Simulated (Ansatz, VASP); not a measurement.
# Two plane-wave programs on WS2

```
W S
1.0
     3.15421    0.00000    0.00000
    -1.57710    2.73162    0.00000
     0.00000    0.00000   12.13991
W S
2 4
Direct
  0.33333 0.66667 0.25000
  0.66667 0.33333 0.75000
  0.33333 0.66667 0.63264
  0.66667 0.33333 0.12029
  0.33333 0.66667 0.87971
  0.66667 0.33333 0.37971
```

Alike in both runs: task single point; functional PBE; dispersion D3(BJ); k mesh 12 × 12 × 4; occupations gaussian, width 0.05 eV; no spin polarisation.

|  | VASP | Ansatz |
| --- | --- | --- |
| version | VASP 6.6.1 | Ansatz 0.2.0 |
| potentials or method | VASP PAW PBE potentials, release 64 (W_sv, S), cutoff 520 eV | scalar-relativistic, plane waves, PAW |
| valence electrons in the cell | 52 | 52 |

|  | VASP | Ansatz | Ansatz less VASP |
| --- | --- | --- | --- |
| gap on the k mesh at the Fermi level (eV) | 0.75 | 0.72 | -0.025 |
| least direct gap on the mesh (eV) | 1.51 | 1.50 | -0.007 |
| pressure (GPa) | 4.6 | 4.7 | +0.04 |
| traceless stress, the component that is largest in VASP (GPa) | 2.68 | 2.68 | +0.003 |
| rms of the force components (eV/Å) | 1.017 | 1.016 | 0.0000 |

Atom by atom the forces differ by 0.001 eV/Å (rms over components).

Neither program's run includes spin-orbit coupling.
